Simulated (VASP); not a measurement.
The system is Ta.

```
Ta
1.0
     5.97855    0.00000    0.00000
    -0.54871    4.74054    0.00000
    -1.02462   -2.91607    5.04619
Ta
6
Direct
  0.79050 0.54449 0.04275
  0.00421 0.85229 0.03832
  0.36743 0.03505 0.90756
  0.69148 0.04546 0.23539
  0.22073 0.60473 0.42119
  0.31970 0.99720 0.19749
```

```yaml
Program: VASP 6.6.1
Task: relaxation of cell and atoms
Functional: PBE
Potentials_or_basis: VASP PAW PBE potentials, release 64 (Ta_pv)
Cutoff: 600 eV
k_mesh: 4 × 4 × 4
Occupations: gaussian, width 0.1 eV
Spin: no spin polarisation
```

At the start: pressure 74.4 GPa; volume 23.84 Å³/atom.

Question: Where does the relaxation end?

Answer: Over 52 steps the energy falls by 5841.2 meV/atom and the volume is 18.23 Å³/atom (-23.5 %); space group Im-3m (No. 229, to 0.05 Å).

Step by step:
| step | energy change (eV) | largest force (eV/Å) | pressure (GPa) | volume (Å³) |
| --- | --- | --- | --- | --- |
| 1 | 0.0000 | 34.3742 | 74.44 | 143.02 |
| 3 | -1.4796 | 3.6575 | -8.70 | 435.82 |
| 5 | -14.6700 | 2.7458 | -16.99 | 251.69 |
| 7 | -22.0665 | 4.3777 | -1.81 | 166.97 |
| 9 | -22.1061 | 3.8217 | -4.16 | 170.64 |
| 11 | -25.9417 | 4.5517 | -0.81 | 146.34 |
| 13 | -29.9461 | 5.7602 | 4.16 | 120.04 |
| 15 | -31.1823 | 3.6459 | -1.16 | 120.00 |
| 17 | -32.7861 | 1.7568 | -1.44 | 116.19 |
| 19 | -33.4611 | 1.4888 | 4.86 | 110.38 |
| 21 | -33.6664 | 0.9800 | -4.35 | 115.32 |
| 23 | -33.9944 | 0.8197 | 0.76 | 111.60 |
| 25 | -34.1425 | 0.5264 | -0.63 | 112.11 |
| 27 | -34.4294 | 0.6524 | 6.87 | 107.18 |
| 29 | -34.4601 | 0.7087 | 7.86 | 106.60 |
| 31 | -34.4614 | 0.8265 | 8.86 | 106.09 |
| 33 | -34.4897 | 0.9304 | 8.88 | 106.02 |
| 35 | -34.5174 | 1.4299 | 10.18 | 105.55 |
| 37 | -34.6784 | 1.2547 | 5.69 | 107.60 |
| 39 | -34.8007 | 0.9686 | -2.03 | 111.65 |
| 41 | -34.8896 | 0.7850 | -1.23 | 110.82 |
| 43 | -34.9789 | 0.4142 | 4.79 | 106.97 |
| 45 | -35.0189 | 0.3056 | 2.32 | 108.20 |
| 47 | -35.0378 | 0.1950 | -0.46 | 109.70 |
| 49 | -35.0457 | 0.0932 | 0.27 | 109.26 |
| 51 | -35.0468 | 0.0470 | -0.29 | 109.57 |
| 52 | -35.0474 | 0.0349 | 0.03 | 109.38 |

Final structure:
```xyz
6
Lattice="5.1927 1.7778 -0.1401 0.5464 4.6227 0.5289 -1.5539 -2.7055 4.5245" Properties=species:S:1:pos:R:3 pbc="T T T"
Ta    2.2669    1.1144    4.2128
Ta    4.1809    3.2487    4.3414
Ta    0.3523   -1.0140    4.0746
Ta    3.7264    1.2273    1.7423
Ta    0.4488    1.5806    2.0179
Ta    2.3601    3.7150    2.1506
```

Caveat: the k points lie up to 0.39 Å⁻¹ apart in the final cell; the volume moved by over 15 % at a fixed basis, so the end points are rough.
